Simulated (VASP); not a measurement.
The system is SiC.

```
CELL_PARAMETERS angstrom
1.35281 0.78105 4.41826
-1.35281 0.78105 4.41826
0.00000 -1.56209 4.41826
ATOMIC_POSITIONS crystal
Si 0.50000 0.50000 0.50000
C 0.00000 0.00000 0.00000
```

| Item | Value |
| --- | --- |
| Program | VASP 6.6.1 |
| Task | relaxation of cell and atoms |
| Functional | PBE |
| Potentials or basis | VASP PAW PBE potentials, release 64 (Si, C) |
| Cutoff | 600 eV |
| k mesh | 6 × 6 × 6 |
| Occupations | gaussian, width 0.1 eV |
| Spin | no spin polarisation |

At the start: pressure -18.5 GPa; volume 14.01 Å³/atom.

**Question.** How do energy, volume and symmetry change on relaxing?

**Answer.** Over 13 steps the energy falls by 2177.8 meV/atom and the volume is 8.31 Å³/atom (-40.6 %); space group Fm-3m (No. 225, to 0.05 Å).

The path:
| step | energy change (eV) | largest force (eV/Å) | pressure (GPa) | volume (Å³) |
| --- | --- | --- | --- | --- |
| 1 | 0.0000 | 0.0000 | -18.48 | 28.01 |
| 2 | -0.8444 | 0.0000 | -9.13 | 21.91 |
| 3 | -1.0121 | 0.0000 | 5.17 | 19.48 |
| 4 | -1.0261 | 0.0000 | 9.61 | 18.92 |
| 5 | -1.9430 | 0.0000 | 14.41 | 17.43 |
| 6 | 3.0292 | 0.0000 | 330.50 | 10.42 |
| 7 | -4.0855 | 0.0000 | 38.46 | 14.85 |
| 8 | -3.9612 | 0.0000 | 56.83 | 14.20 |
| 9 | -4.0834 | 0.0000 | 44.62 | 14.62 |
| 10 | -4.1246 | 0.0000 | 15.30 | 16.02 |
| 11 | -4.2246 | 0.0000 | 26.27 | 15.32 |
| 12 | -4.3531 | 0.0000 | 3.62 | 16.42 |
| 13 | -4.3556 | 0.0000 | 0.25 | 16.62 |

Final structure:
```xyz
2
Lattice="1.4312 0.8263 2.3430 -1.4312 0.8263 2.3430 0.0000 -1.6526 2.3430" Properties=species:S:1:pos:R:3 pbc="T T T"
Si    0.0000    0.0000    3.5144
C     0.0000    0.0000    0.0000
```

Caveat: the k points lie up to 0.45 Å⁻¹ apart in the final cell; the volume moved by over 15 % at a fixed basis, so the end points are rough.
